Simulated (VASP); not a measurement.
# LiCl (F-43m) in VASP: a series of runs

The runs below take LiCl through single point, with PBE, LDA.

Everything below comes from runs of VASP 6.6.1. Logs are shortened: lines on timing, memory, paths and dates and some standing lists are left out, and cuts for length are marked.

### Step 1. The cell of the first run

Symmetry: F-43m, No. 216, cubic system. The conventional cell has a = 5.466 Å, b = 5.466 Å, c = 5.466 Å, α = 90.00°, β = 90.00°, γ = 90.00°. Li (site symmetry -43m) has 4 Cl at 2.37 Å within 3.1 Å. Within 3.1 Å of Cl (site symmetry -43m) lie 4 Li at 2.37 Å.

### Step 2. Single point, PBE

The input, INCAR:

```
SYSTEM = LiCl
PREC = Accurate ; ENCUT = 520
EDIFF = 1E-6 ; ISMEAR = 0
SIGMA = 0.01 ; LREAL = .FALSE.
LASPH = .TRUE. ; NELM = 100
ALGO = Normal ; ISIF = 2
LWAVE = .FALSE. ; LCHARG = .FALSE.
GGA = PE ; NBANDS = 12
```

The input, KPOINTS:

```
Automatic mesh
0
G
  4 4 4
  0 0 0
```

The input, POSCAR:

```
LiCl
1.0
    0.0000000000      2.7330425300      2.7330425300
    2.7330425300      0.0000000000      2.7330425300
    2.7330425300      2.7330425300      0.0000000000
Li Cl
1 1
Direct
    0.0000000000      0.0000000000      0.0000000000
    0.2500000000      0.2500000000      0.2500000000
```

Potentials or basis: VASP PAW PBE potentials, release 64 (Li_sv, Cl).

On the command line:

```
$ cat potpaw_PBE.64/Li_sv/POTCAR potpaw_PBE.64/Cl/POTCAR > POTCAR
$ mpirun -np 1 vasp_std > vasp.out
```

OUTCAR:

```text
SYSTEM = LiCl
   PREC = Accurate
   ENCUT = 520
   EDIFF = 1E-6
   ISMEAR = 0
   LREAL = .FALSE.
   LASPH = .TRUE.
   NELM = 100
   ISIF = 2
   GGA = PE

 ion  position               nearest neighbor table
   1  0.000  0.000  0.000-   2 2.37   2 2.37   2 2.37   2 2.37
   2  0.250  0.250  0.250-   1 2.37   1 2.37   1 2.37   1 2.37

  LATTYP: Found a face centered cubic cell.
 ALAT       =     5.4660850600

  Lattice vectors:

 A1 = (   0.0000000000,   2.7330425300,   2.7330425300)
 A2 = (   2.7330425300,   0.0000000000,   2.7330425300)
 A3 = (   2.7330425300,   2.7330425300,   0.0000000000)

Analysis of symmetry for initial positions (statically):
=====================================================================
 Subroutine PRICEL returns:
 Original cell was already a primitive cell.

 Routine SETGRP: Setting up the symmetry group for a
 face centered cubic supercell.

 Subroutine GETGRP returns: Found 24 space group operations
 (whereof 24 operations were pure point group operations)
 out of a pool of 48 trial point group operations.

The static configuration has the point symmetry T_d .

Analysis of symmetry for dynamics (positions and initial velocities):
=====================================================================
 Subroutine PRICEL returns:
 Original cell was already a primitive cell.

 Routine SETGRP: Setting up the symmetry group for a
 face centered cubic supercell.

 Subroutine GETGRP returns: Found 24 space group operations
 (whereof 24 operations were pure point group operations)
 out of a pool of 48 trial point group operations.

The dynamic configuration has the point symmetry T_d .

 Subroutine INISYM returns: Found 24 space group operations
 (whereof 24 operations are pure point group operations),
 and found     1 'primitive' translations

----------------------------------------------------------------------------------------

                                     Primitive cell

  volume of cell :      40.8290

  direct lattice vectors                    reciprocal lattice vectors
     0.000000000  2.733042530  2.733042530    -0.182946293  0.182946293  0.182946293
     2.733042530  0.000000000  2.733042530     0.182946293 -0.182946293  0.182946293
     2.733042530  2.733042530  0.000000000     0.182946293  0.182946293 -0.182946293

  length of vectors
     3.865105812  3.865105812  3.865105812     0.316872275  0.316872275  0.316872275

  position of ions in fractional coordinates (direct lattice)
     0.000000000  0.000000000  0.000000000
     0.250000000  0.250000000  0.250000000

  ion indices of the primitive-cell ions
   primitive index   ion index
                 1           1
                 2           2

----------------------------------------------------------------------------------------

 KPOINTS: Automatic mesh

Automatic generation of k-mesh.
 Grid dimensions read from file:
 generate k-points for:    4    4    4

 Generating k-lattice:

  Cartesian coordinates                     Fractional coordinates (reciprocal lattice)
    -0.045736573  0.045736573  0.045736573     0.250000000  0.000000000  0.000000000
     0.045736573 -0.045736573  0.045736573     0.000000000  0.250000000  0.000000000
     0.045736573  0.045736573 -0.045736573     0.000000000  0.000000000  0.250000000

  Length of vectors
     0.079218069  0.079218069  0.079218069

  Shift w.r.t. Gamma in fractional coordinates (k-lattice)
     0.000000000  0.000000000  0.000000000

 Subroutine IBZKPT returns following result:
 ===========================================

 Found      8 irreducible k-points:

 Following reciprocal coordinates:
            Coordinates               Weight
  0.000000  0.000000  0.000000      1.000000
  0.250000  0.000000  0.000000      8.000000
  0.500000  0.000000  0.000000      4.000000
  0.250000  0.250000  0.000000      6.000000
  0.500000  0.250000  0.000000     24.000000
 -0.250000  0.250000  0.000000     12.000000
  0.500000  0.500000  0.000000      3.000000
 -0.250000  0.500000  0.250000      6.000000
   k-points           NKPTS =      8   k-points in BZ     NKDIM =      8   number of bands    NBANDS=     12
   number of dos      NEDOS =    301   number of ions     NIONS =      2
   total plane-waves  NPLWV =  27000
   dimension x,y,z NGX =    30 NGY =   30 NGZ =   30
   dimension x,y,z NGXF=    60 NGYF=   60 NGZF=   60
   ions per type =               1   1
   NGX,Y,Z   is equivalent  to a cutoff of  12.90, 12.90, 12.90 a.u.
   NGXF,Y,Z  is equivalent  to a cutoff of  25.81, 25.81, 25.81 a.u.
 SYSTEM =  LiCl
   PREC   = accura    normal or accurate (medium, high low for compatibility)
   ISTART =      0    job   : 0-new  1-cont  2-samecut
   ICHARG =      2    charge: 1-file 2-atom 10-const
   ISPIN  =      1    spin polarized calculation?
   LNONCOLLINEAR =      F non collinear calculations
   LSORBIT =      F    spin-orbit coupling
   LASPH  =      T    aspherical Exc in radial PAW
   ENCUT  =  520.0 eV  38.22 Ry    6.18 a.u.   7.19  7.19  7.19*2*pi/ulx,y,z
   NELM   =    100;   NELMIN=  2; NELMDL= -5     # of ELM steps
   EDIFF  = 0.1E-05   stopping-criterion for ELM
   LREAL  =      F    real-space projection
   EDIFFG = 0.1E-04   stopping-criterion for IOM
   NSW    =      0    number of steps for IOM
   IBRION =     -1    ionic relax: 0-MD 1-quasi-New 2-CG
   NFREE  =      0    steps in history (QN), initial steepest desc. (CG)
   ISIF   =      2    stress and relaxation
   ISYM   =      2    0-nonsym 1-usesym 2-fastsym
   POTIM  = 0.5000    time-step for ionic-motion
   TEBEG  =    0.0;   TEEND  =   0.0 temperature during run
   PSTRESS=    0.0 pullay stress
   NELECT =      10.0000    total number of electrons
   NUPDOWN=      -1.0000    fix difference up-down
   EMIN   =  10.00;   EMAX   =-10.00  energy-range for DOS
   EFERMI =   0.00;   METHOD = LEGACY
   ISMEAR =     0;   SIGMA  =   0.01  broadening in eV -4-tet -1-fermi 0-gaus
   EFERMI_NEDOS =   21; number of points for ismear=-14 and -15
   IALGO  =     38    algorithm
   IMIX   =      4    mixing-type and parameters
     AMIX     =   0.40;   BMIX     =  1.00
     AMIX_MAG =   1.60;   BMIX_MAG =  1.00
  volume/ion in A,a.u.               =      20.41       137.76
  Fermi-wavevector in a.u.,A,eV,Ry     =   1.024279  1.935607 14.274529  1.049148
  Thomas-Fermi vector in A             =   2.158058
   LORBIT       =      0    0 simple, 1 ext, 2 COOP (PROOUT), +10 PAW based schemes
   GGA     = PE    functional components
   LHFCALC =     F    Hartree Fock is set to
   AEXX    =    0.0000 exact exchange contribution
   IVDW    =     0    specifies the selected vdW correction
   LEPSILON=     F    determine dielectric tensor
   LRPA    =     F    only Hartree local field effects (RPA)
 non-spin polarized calculation
 Gauss-broadening in eV      SIGMA  =   0.01
  energy-cutoff  :      520.00
  volume of cell :       40.83
 maximum number of plane-waves:      1124
 NGX is ok and might be reduce to    30
   NGX = 15   NGY = 15   NGZ = 15

 number of electron      10.0000001 magnetization

 Free energy of the ion-electron system (eV)
  ---------------------------------------------------
  ext. energy  EPLUGINS =         0.00000000
  ---------------------------------------------------
  free energy    TOTEN  =        -7.42371239 eV

  energy without entropy =       -7.42371239  energy(sigma->0) =       -7.42371239

 E-fermi :  -1.0445     XC(G=0):  -7.7273

 val. band max:       -1.1384335762   @ k =   0.0000   0.0000   0.0000
 cond. band min:       4.9161980408   @ k =   0.0000   0.0000   0.0000
 fundamental gap:      6.0546316170
 Fermi energy:        -1.0444885642

 k-point     1 :       0.0000    0.0000    0.0000
  band No.  band energies     occupation
      1     -43.9817      2.00000
      2     -13.8726      2.00000
      3      -1.1384      2.00000
      4      -1.1384      2.00000
      5      -1.1384      2.00000
      6       4.9162      0.00000
      7       9.0396      0.00000
      8       9.0396      0.00000
      9       9.0396      0.00000
     10      13.3980      0.00000
     11      13.3980      0.00000
     12      16.5825      0.00000

 k-point     2 :       0.2500    0.0000    0.0000
  band No.  band energies     occupation
      1     -43.9810      2.00000
      2     -13.7299      2.00000
      3      -2.2742      2.00000
      4      -1.2908      2.00000
      5      -1.2908      2.00000
      6       6.1887      0.00000
      7       9.3498      0.00000
      8       9.4268      0.00000
      9       9.4268      0.00000
     10      12.7106      0.00000
     11      12.7106      0.00000
     12      15.0342      0.00000

 k-point     3 :       0.5000    0.0000    0.0000
  band No.  band energies     occupation
      1     -43.9802      2.00000
      2     -13.5765      2.00000
      3      -3.1702      2.00000
      4      -1.4305      2.00000
      5      -1.4305      2.00000
      6       7.2463      0.00000
      7       9.2090      0.00000
      8       9.2090      0.00000
      9       9.6166      0.00000
     10      15.0253      0.00000
     11      15.0253      0.00000
     12      15.3034      0.00000

 k-point     4 :       0.2500    0.2500    0.0000
  band No.  band energies     occupation
      1     -43.9807      2.00000
      2     -13.6838      2.00000
      3      -2.1137      2.00000
      4      -1.5873      2.00000
      5      -1.5873      2.00000
      6       6.0835      0.00000
      7       9.0761      0.00000
      8      10.3335      0.00000
      9      10.4005      0.00000
     10      10.4005      0.00000
     11      14.3287      0.00000
     12      18.3515      0.00000

 k-point     5 :       0.5000    0.2500    0.0000
  band No.  band energies     occupation
      1     -43.9800      2.00000
      2     -13.5314      2.00000
      3      -2.8073      2.00000
      4      -1.9754      2.00000
      5      -1.7208      2.00000
      6       6.7904      0.00000
      7       8.9129      0.00000
      8      10.3376      0.00000
      9      10.6524      0.00000
     10      12.6504      0.00000
     11      15.1404      0.00000
     12      15.7862      0.00000

 k-point     6 :      -0.2500    0.2500    0.0000
  band No.  band energies     occupation
      1     -43.9802      2.00000
      2     -13.5808      2.00000
      3      -2.6918      2.00000
      4      -2.0109      2.00000
      5      -1.4417      2.00000
      6       7.7052      0.00000
      7       8.1926      0.00000
      8      10.0881      0.00000
      9      10.1302      0.00000
     10      12.0913      0.00000
     11      14.4388      0.00000
     12      15.7712      0.00000

 k-point     7 :       0.5000    0.5000    0.0000
  band No.  band energies     occupation
      1     -43.9797      2.00000
      2     -13.4848      2.00000
      3      -2.7847      2.00000
      4      -1.9803      2.00000
      5      -1.9803      2.00000
      6       5.5026      0.00000
      7       8.5226      0.00000
      8      12.3684      0.00000
      9      12.8071      0.00000
     10      12.8071      0.00000
     11      15.7936      0.00000
     12      15.9743      0.00000

 k-point     8 :      -0.2500    0.5000    0.2500
  band No.  band energies     occupation
      1     -43.9798      2.00000
      2     -13.4810      2.00000
      3      -2.5536      2.00000
      4      -2.2692      2.00000
      5      -2.1253      2.00000
      6       7.0147      0.00000
      7       9.6428      0.00000
      8       9.6968      0.00000
      9      10.7857      0.00000
     10      13.0214      0.00000
     11      15.2313      0.00000
     12      15.9693      0.00000

------------------------ aborting loop because EDIFF is reached ----------------------------------------

  FORCE on cell =-STRESS in cart. coord.  units (eV):
  Direction    XX          YY          ZZ          XY          YZ          ZX
  --------------------------------------------------------------------------------------
  -------------------------------------------------------------------------------------
  Total        0.1621062      0.1621062      0.1621062      0.0000000     -0.0000000     -0.0000000
  in kB        6.3612291      6.3612291      6.3612291      0.0000000     -0.0000000     -0.0000000
  external PRESSURE =       6.3612291 kB  Pullay stress =       0.0000000 kB

 VOLUME and BASIS-vectors are now :
 -----------------------------------------------------------------------------
  energy-cutoff  :      520.00
  volume of cell :       40.83
      direct lattice vectors                 reciprocal lattice vectors
     0.000000000  2.733042530  2.733042530    -0.182946293  0.182946293  0.182946293
     2.733042530  0.000000000  2.733042530     0.182946293 -0.182946293  0.182946293
     2.733042530  2.733042530  0.000000000     0.182946293  0.182946293 -0.182946293

 POSITION                                       TOTAL-FORCE (eV/Angst)
 -----------------------------------------------------------------------------------
      0.00000      0.00000      0.00000        -0.000000     -0.000000     -0.000000
      1.36652      1.36652      1.36652         0.000000      0.000000      0.000000
 -----------------------------------------------------------------------------------
    total drift:                                0.000000      0.000000      0.000000

  FREE ENERGIE OF THE ION-ELECTRON SYSTEM (eV)
  ---------------------------------------------------
  free  energy   TOTEN  =        -7.4237123891 eV

  energy  without entropy=       -7.4237123891  energy(sigma->0) =       -7.42371239
```

It took 2.9 s on 1 thread of Intel Xeon 6975P-C (Granite Rapids), shared host; peak memory 0.15 GiB.

Results:

| Property | Result |
| --- | --- |
| Free energy | -7.4237 eV |
| Band gap on the k mesh | 6.05 eV, direct |

Caveat: the k points lie up to 0.50 Å⁻¹ apart; the cutoff is under 1.25 times the usual one of these potentials, so pressure, stress and relaxed cells hold a basis-set (Pulay) error. As with any semilocal functional, this PBE gap is likely too small.

### Step 3. Single point, PBE

The input, INCAR:

```
PREC = Accurate
ENCUT = 520
EDIFF = 1E-7
ISMEAR = 0
SIGMA = 0.01
LREAL = F
LASPH = T
NELM = 100
ALGO = Normal
ISIF = 2
LWAVE = F
LCHARG = T
GGA = PE
LELF = T
LVHAR = T
NBANDS = 12
```

The input, KPOINTS:

```
regular mesh
0
Gamma
  4 4 4
```

POSCAR is that of step 2.

Potentials or basis: VASP PAW PBE potentials, release 64 (Li_sv, Cl).

On the command line:

```
$ cat potpaw_PBE.64/Li_sv/POTCAR potpaw_PBE.64/Cl/POTCAR > POTCAR
$ mpirun -np 1 vasp_std > vasp.out
```

It took 3.4 s on 1 thread of Intel Xeon 6975P-C (Granite Rapids), shared host; peak memory 0.15 GiB.

The run converged. Its results:

```
Free energy            : -7.4237 eV
Band gap on the k mesh : 6.05 eV, direct
```

Levels at points of the mesh, in eV from the valence-band top:
| k point | band 2 | band 3 | band 4 | band 5 | band 6 | band 7 | band 8 | band 9 |
| --- | --- | --- | --- | --- | --- | --- | --- | --- |
| (0.00, 0.00, 0.00) | -12.73 | 0.00 | 0.00 | 0.00 | 6.05 | 10.18 | 10.18 | 10.18 |
| (0.50, 0.00, 0.00) | -12.44 | -2.03 | -0.29 | -0.29 | 8.38 | 10.35 | 10.35 | 10.76 |
| (0.50, 0.50, 0.00) | -12.35 | -1.65 | -0.84 | -0.84 | 6.64 | 9.66 | 13.51 | 13.95 |

Caveat: the k points lie up to 0.50 Å⁻¹ apart; the cutoff is under 1.25 times the usual one of these potentials, so pressure, stress and relaxed cells hold a basis-set (Pulay) error.

### Step 4. Single point, LDA

The input, INCAR:

```
ALGO = Normal
EDIFF = 1E-6
ENCUT = 520
ISIF = 2
ISMEAR = 0
LASPH = True
LCHARG = True
LELF = True
LREAL = False
LVHAR = True
LWAVE = False
NBANDS = 12
NELM = 100
PREC = Accurate
SIGMA = 0.01
```

The input, KPOINTS:

```
k-points
0
Gamma
  4 4 4
```

POSCAR is that of step 3.

Potentials or basis: VASP PAW LDA potentials, release 64 (Li_sv, Cl).

On the command line:

```
$ cat potpaw_LDA.64/Li_sv/POTCAR potpaw_LDA.64/Cl/POTCAR > POTCAR
$ mpirun -np 1 vasp_std > vasp.out
```

Run time: 2.4 s. Hardware: 1 thread of Intel Xeon 6975P-C (Granite Rapids), shared host; peak memory 0.13 GiB.

The run converged. Its results:

* Free energy: -7.9959 eV
* Band gap on the k mesh: 5.64 eV, direct

Levels at points of the mesh, in eV from the valence-band top:
| k point | band 1 | band 2 | band 3 | band 4 | band 5 | band 6 | band 7 | band 8 | band 9 | band 10 |
| --- | --- | --- | --- | --- | --- | --- | --- | --- | --- | --- |
| (0.00, 0.00, 0.00) | -41.83 | -12.65 | 0.00 | 0.00 | 0.00 | 5.64 | 9.88 | 9.88 | 9.88 | 14.42 |
| (0.50, 0.00, 0.00) | -41.83 | -12.35 | -2.12 | -0.30 | -0.30 | 8.03 | 10.05 | 10.05 | 10.35 | 16.02 |
| (0.50, 0.50, 0.00) | -41.83 | -12.25 | -1.71 | -0.88 | -0.88 | 6.24 | 9.37 | 13.13 | 13.55 | 13.55 |

Caveat: the k points lie up to 0.50 Å⁻¹ apart; the cutoff is under 1.25 times the usual one of these potentials, so pressure, stress and relaxed cells hold a basis-set (Pulay) error.
